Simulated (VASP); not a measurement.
# Ru (P6_3/mmc) in VASP: further runs

The runs below take Ru through single point, relaxation of cell and atoms, with PBE.

All numbers are computed with VASP 6.6.1; they aren't measurements. Logs are shortened: lines on timing, memory, paths and dates and some standing lists are left out, and cuts for length are marked.

## 1. The cell of the first run

It takes space group P6_3/mmc (No. 194, hexagonal). The conventional cell has a = 2.719 Å, b = 2.719 Å, c = 4.296 Å, α = 90.00°, β = 90.00°, γ = 120.00°. Ru (site symmetry -6m2) has 12 Ru at 2.66 to 2.72 Å within 3.5 Å.

## 2. Single point, PBE

INCAR

```
SYSTEM = Ru
  ALGO = Normal
  EDIFF = 1E-6
  ENCUT = 520
  GGA = PE
  ISIF = 2
  ISMEAR = 0
  LASPH = .TRUE.
  LCHARG = .TRUE.
  LELF = .TRUE.
  LREAL = .FALSE.
  LVHAR = .TRUE.
  LWAVE = .FALSE.
  NBANDS = 21
  NELM = 60
  PREC = Accurate
  SIGMA = 0.05
```

KPOINTS

```
k-points
0
G
  8 8 6
  0 0 0
```

POSCAR

```
Ru
1.0
    2.7194979192      0.0000000000      0.0000000000
   -1.3597489596      2.3551542836      0.0000000000
    0.0000000000      0.0000000000      4.2963318894
Ru
2
Direct
    0.3333333333      0.6666666667      0.7500000000
    0.6666666667      0.3333333333      0.2500000000
```

Potentials or basis: VASP PAW PBE potentials, release 64 (Ru_pv).

The run is started by

```bash
$ cat potpaw_PBE.64/Ru_pv/POTCAR > POTCAR
$ mpirun -np 1 vasp_std > vasp.out
```

OUTCAR:

```text
SYSTEM = Ru
   EDIFF = 1E-6
   ENCUT = 520
   GGA = PE
   ISIF = 2
   ISMEAR = 0
   LASPH = .TRUE.
   LREAL = .FALSE.
   NELM = 60
   PREC = Accurate

 ion  position               nearest neighbor table
   1  0.333  0.667  0.750-   2 2.66   2 2.66   2 2.66   2 2.66   2 2.66   2 2.66
   2  0.667  0.333  0.250-   1 2.66   1 2.66   1 2.66   1 2.66   1 2.66   1 2.66

  LATTYP: Found a hexagonal cell.
 ALAT       =     2.7194979192
 C/A-ratio  =     1.5798254005

  Lattice vectors:

 A1 = (   2.7194979192,   0.0000000000,   0.0000000000)
 A2 = (  -1.3597489596,   2.3551542836,   0.0000000000)
 A3 = (   0.0000000000,   0.0000000000,   4.2963318894)

Analysis of symmetry for initial positions (statically):
=====================================================================
 Subroutine PRICEL returns:
 Original cell was already a primitive cell.

 Routine SETGRP: Setting up the symmetry group for a
 hexagonal supercell.

 Subroutine GETGRP returns: Found 24 space group operations
 (whereof 12 operations were pure point group operations)
 out of a pool of 24 trial point group operations.

The static configuration has the point symmetry D_3d.
 The point group associated with its full space group is D_6h.

Analysis of symmetry for dynamics (positions and initial velocities):
=====================================================================
 Subroutine PRICEL returns:
 Original cell was already a primitive cell.

 Routine SETGRP: Setting up the symmetry group for a
 hexagonal supercell.

 Subroutine GETGRP returns: Found 24 space group operations
 (whereof 12 operations were pure point group operations)
 out of a pool of 24 trial point group operations.

The dynamic configuration has the point symmetry D_3d.
 The point group associated with its full space group is D_6h.

 Subroutine INISYM returns: Found 24 space group operations
 (whereof 12 operations are pure point group operations),
 and found     1 'primitive' translations

----------------------------------------------------------------------------------------

                                     Primitive cell

  volume of cell :      27.5173

  direct lattice vectors                    reciprocal lattice vectors
     2.719497919  0.000000000  0.000000000     0.367714935  0.212300317  0.000000000
    -1.359748960  2.355154284  0.000000000     0.000000000  0.424600633  0.000000000
     0.000000000  0.000000000  4.296331889     0.000000000  0.000000000  0.232756692

[... 73 lines left out ...]
 SYSTEM =  Ru
   PREC   = accura    normal or accurate (medium, high low for compatibility)
   ISTART =      0    job   : 0-new  1-cont  2-samecut
   ICHARG =      2    charge: 1-file 2-atom 10-const
   ISPIN  =      1    spin polarized calculation?
   LNONCOLLINEAR =      F non collinear calculations
   LSORBIT =      F    spin-orbit coupling
   LASPH  =      T    aspherical Exc in radial PAW
   ENCUT  =  520.0 eV  38.22 Ry    6.18 a.u.   5.06  5.06  7.99*2*pi/ulx,y,z
   NELM   =     60;   NELMIN=  2; NELMDL= -5     # of ELM steps
   EDIFF  = 0.1E-05   stopping-criterion for ELM
   LREAL  =      F    real-space projection
   EDIFFG = 0.1E-04   stopping-criterion for IOM
   NSW    =      0    number of steps for IOM
   IBRION =     -1    ionic relax: 0-MD 1-quasi-New 2-CG
   NFREE  =      0    steps in history (QN), initial steepest desc. (CG)
   ISIF   =      2    stress and relaxation
   ISYM   =      2    0-nonsym 1-usesym 2-fastsym
   POTIM  = 0.5000    time-step for ionic-motion
   TEBEG  =    0.0;   TEEND  =   0.0 temperature during run
   PSTRESS=    0.0 pullay stress
   NELECT =      28.0000    total number of electrons
   NUPDOWN=      -1.0000    fix difference up-down
   EMIN   =  10.00;   EMAX   =-10.00  energy-range for DOS
   EFERMI =   0.00;   METHOD = LEGACY
   ISMEAR =     0;   SIGMA  =   0.05  broadening in eV -4-tet -1-fermi 0-gaus
   EFERMI_NEDOS =   21; number of points for ismear=-14 and -15
   IALGO  =     38    algorithm
   IMIX   =      4    mixing-type and parameters
     AMIX     =   0.40;   BMIX     =  1.00
     AMIX_MAG =   1.60;   BMIX_MAG =  1.00
  volume/ion in A,a.u.               =      13.76        92.85
  Fermi-wavevector in a.u.,A,eV,Ry     =   1.646616  3.111652 36.890056  2.711343
  Thomas-Fermi vector in A             =   2.736214
   LORBIT       =      0    0 simple, 1 ext, 2 COOP (PROOUT), +10 PAW based schemes
   GGA     = PE    functional components
   LHFCALC =     F    Hartree Fock is set to
   AEXX    =    0.0000 exact exchange contribution
   IVDW    =     0    specifies the selected vdW correction
   LEPSILON=     F    determine dielectric tensor
   LRPA    =     F    only Hartree local field effects (RPA)
 non-spin polarized calculation
 Gauss-broadening in eV      SIGMA  =   0.05
  energy-cutoff  :      520.00
  volume of cell :       27.52
 maximum number of plane-waves:       756
   NGX = 11   NGY = 11   NGZ = 15

 number of electron      28.0000013 magnetization

 Free energy of the ion-electron system (eV)
  ---------------------------------------------------
  ext. energy  EPLUGINS =         0.00000000
  ---------------------------------------------------
  free energy    TOTEN  =       -18.48348708 eV

  energy without entropy =      -18.47947443  energy(sigma->0) =      -18.48148075

 E-fermi :  12.5408     XC(G=0): -14.0358

 val. band max:       12.5242613921   @ k =   0.3750  -0.0000   0.3333
 cond. band min:      12.5502046370   @ k =   0.1250   0.1250   0.3333
 fundamental gap:      0.0259432449
 Fermi energy:        12.5407920994

 k-point     1 :       0.0000    0.0000    0.0000
  band No.  band energies     occupation
      1     -31.0014      2.00000
      2     -30.0964      2.00000
      3     -30.0964      2.00000
      4     -29.9316      2.00000
      5     -29.9316      2.00000
      6     -29.9029      2.00000
[... 565 lines left out ...]
     20      23.0549      0.00000
     21      23.9997      0.00000

 [... further k-points ...]
[... 5 lines left out ...]
  --------------------------------------------------------------------------------------
  -------------------------------------------------------------------------------------
  Total       -0.0290469     -0.0290469     -0.0226843      0.0000000     -0.0000000      0.0000000
  in kB       -1.6912387     -1.6912387     -1.3207805      0.0000000     -0.0000000      0.0000000
  external PRESSURE =      -1.5677527 kB  Pullay stress =       0.0000000 kB

 VOLUME and BASIS-vectors are now :
 -----------------------------------------------------------------------------
  energy-cutoff  :      520.00
  volume of cell :       27.52
      direct lattice vectors                 reciprocal lattice vectors
     2.719497919  0.000000000  0.000000000     0.367714935  0.212300317  0.000000000
    -1.359748960  2.355154284  0.000000000     0.000000000  0.424600633  0.000000000
     0.000000000  0.000000000  4.296331889     0.000000000  0.000000000  0.232756692

 POSITION                                       TOTAL-FORCE (eV/Angst)
 -----------------------------------------------------------------------------------
     -0.00000      1.57010      3.22225         0.000000     -0.000000      0.000000
      1.35975      0.78505      1.07408        -0.000000      0.000000      0.000000
 -----------------------------------------------------------------------------------
    total drift:                               -0.000000      0.000000     -0.000000

  FREE ENERGIE OF THE ION-ELECTRON SYSTEM (eV)
  ---------------------------------------------------
  free  energy   TOTEN  =       -18.4834870755 eV

  energy  without entropy=      -18.4794744275  energy(sigma->0) =      -18.48148075
```

Wall time 21 s (1 thread of Intel Xeon Platinum 8259CL at 2.50GHz (Skylake/Cascade Lake), shared host); peak memory 0.14 GiB.

What came out:

| Quantity | Value |
| --- | --- |
| Free energy | -18.4835 eV |
| Pressure | -0.2 GPa |
| Band gap on the k mesh | zero (band 14 reaches 14.17 eV, above the bottom of band 15 at 11.15 eV) |

## 3. Relaxation of cell and atoms, PBE

This run uses another cell than the first one, of 13.50 Å³/atom, 0.981 times its volume.

INCAR

```
ALGO = Fast
EDIFF = 1E-7
EDIFFG = -0.03
ENCUT = 600
GGA = PE
IBRION = 2
ISIF = 3
ISMEAR = 0
LASPH = T
LCHARG = F
LREAL = F
LWAVE = F
NELM = 80
NSW = 80
PREC = Accurate
SIGMA = 0.05
```

KPOINTS

```
k-points
0
Gamma
  8 8 6
```

POSCAR

```
Ru
1.0
    2.7000000000      0.0000000000      0.0000000000
   -1.3500000000      2.3382685902      0.0000000000
    0.0000000000      0.0000000000      4.2768000000
Ru
2
Direct
    0.3333333333      0.6666666667      0.7500000000
    0.6666666667      0.3333333333      0.2500000000
```

Potentials or basis: VASP PAW PBE potentials, release 64 (Ru_pv).

The run is started by

```bash
$ cat potpaw_PBE.64/Ru_pv/POTCAR > POTCAR
$ mpirun -np 1 vasp_std > vasp.out
```

Run time: 1.9 min. Hardware: 1 thread of Intel Xeon Platinum 8259CL at 2.50GHz (Skylake/Cascade Lake), shared host; peak memory 0.16 GiB.

Results (log left out):

- Free energy: -18.4832 eV
- Relaxed volume: 13.75 Å³/atom
- Relaxed cell: a = 2.719 Å, b = 2.719 Å, c = 4.296 Å, α = 90.00°, β = 90.00°, γ = 120.00°
- Space group after relaxing (to 0.05 Å): P6_3/mmc (No. 194)
- Energy gained by relaxing: 4.6 meV/atom
- Ionic steps: 6
- Pressure after relaxing: 0.0 GPa
- Band gap on the k mesh: zero (band 14 reaches 14.18 eV, above the bottom of band 15 at 11.16 eV)

Stress tensor (GPa, compression positive):
```
 0.03  0.00  0.00
 0.00  0.03  0.00
 0.00  0.00 -0.08
```

The path:
```csv
step,energy change (eV),largest force (eV/Å),pressure (GPa),volume (Å³)
1,0.0000,0.0000,5.99,27.00
2,0.0648,0.0000,-14.79,29.02
3,-0.0092,0.0000,-0.11,27.51
4,-0.0092,0.0000,-0.02,27.50
5,-0.0092,0.0000,0.03,27.50
6,-0.0092,0.0000,-0.01,27.50
```

Final structure:
```
Ru
1.0
     2.71880    0.00000    0.00000
    -1.35940    2.35455    0.00000
     0.00000    0.00000    4.29577
Ru
2
Direct
  0.33333 0.66667 0.75000
  0.66667 0.33333 0.25000
```

Levels at points of the mesh, in eV from the Fermi level:
```tsv
k point	band 10	band 11	band 12	band 13	band 14	band 15	band 16	band 17	band 18
(0.00, 0.00, 0.00)	-2.48	-2.30	-1.81	-1.81	-1.32	-1.32	1.22	1.22	1.35
(0.50, 0.00, 0.00)	-2.91	-1.97	-1.72	-1.43	1.45	1.87	1.94	4.06	6.09
(0.00, 0.00, 0.50)	-2.65	-2.65	-2.65	-2.61	-2.61	0.59	0.59	0.59	0.59
(0.50, 0.00, 0.50)	-4.38	-0.98	-0.98	0.50	0.50	1.71	1.71	3.41	3.41
```
